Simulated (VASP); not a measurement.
Wanted: the native input for a VASP 6.6.1 run.

```
Task                   : single point
Functional             : r2SCAN
Potentials or basis    : VASP PAW PBE potentials, release 64 (Zr_sv, S)
Cutoff                 : 520 eV
k mesh                 : 20 × 20 × 20
Occupations            : gaussian, width 0.15 eV
Spin                   : no spin polarisation
Dipole correction      : no
Further INCAR settings : ALGO = Normal; EDIFF = 1e-06; NBANDS = 16
```

Crystal: ZrS.

```
Zr S
1.0
     0.00000    2.57328    2.57328
     2.57328    0.00000    2.57328
     2.57328    2.57328    0.00000
Zr S
1 1
Direct
  0.00000 0.00000 0.00000
  0.50000 0.50000 0.50000
```

This cell differs from its parent crystal: strain -0.015 along x and y, -0.015 along z.

These files were run (other wordings do the same):

POSCAR

```
ZrS
1.0
    0.0000000000      2.5732775342      2.5732775342
    2.5732775342      0.0000000000      2.5732775342
    2.5732775342      2.5732775342      0.0000000000
Zr S
1 1
Direct
    0.0000000000      0.0000000000      0.0000000000
    0.5000000000      0.5000000000      0.5000000000
```

INCAR.step1

```
ALGO     = Normal         # electronic algorithm
EDIFF    = 1E-4           # SCF threshold, eV
ENCUT    = 520            # plane-wave cutoff, eV
GGA      = PE             # functional
ISMEAR   = 0              # smearing method
LASPH    = T              # aspherical terms in the spheres
LCHARG   = F              # write CHGCAR
LREAL    = F              # projectors in reciprocal space
LWAVE    = T              # write WAVECAR
NBANDS   = 16             # bands
NELM     = 60             # most SCF steps
PREC     = Accurate       # precision mode
SIGMA    = 0.15           # smearing width, eV
```

INCAR.step2

```
ALGO     = Normal         # electronic algorithm
EDIFF    = 1E-6           # SCF threshold, eV
ENCUT    = 520            # plane-wave cutoff, eV
ISIF     = 2              # what is computed and relaxed
ISMEAR   = 0              # smearing method
ISTART   = 1            
LASPH    = T              # aspherical terms in the spheres
LCHARG   = F              # write CHGCAR
LMIXTAU  = T            
LREAL    = F              # projectors in reciprocal space
LWAVE    = F              # write WAVECAR
METAGGA  = R2SCAN         # meta-GGA
NBANDS   = 16             # bands
NELM     = 60             # most SCF steps
PREC     = Accurate       # precision mode
SIGMA    = 0.15           # smearing width, eV
```

KPOINTS

```
k-points
0
Gamma
  20 20 20
```

Potentials or basis: VASP PAW PBE potentials, release 64 (Zr_sv, S).

Launch:

```console
$ cat potpaw_PBE.64/Zr_sv/POTCAR potpaw_PBE.64/S/POTCAR > POTCAR
$ cp INCAR.step1 INCAR
$ mpirun -np 1 vasp_std > vasp.out
$ cp INCAR.step2 INCAR
$ mpirun -np 1 vasp_std > vasp.out
```

It gave:

```yaml
Pressure: 7.0 GPa
Band_gap_on_the_k_mesh: zero (bands 9 and 10 overlap by 3.21 eV)
```

Caveat: the cell differs from its parent crystal (strain -0.015 along x and y, -0.015 along z); the cell stands under pressure; the PAW data sets were made with another functional, which shifts forces and pressure a little.

Run time: 11 min on 1 thread of Intel Xeon 8259CL, on a shared host, peak memory 0.27 GiB.
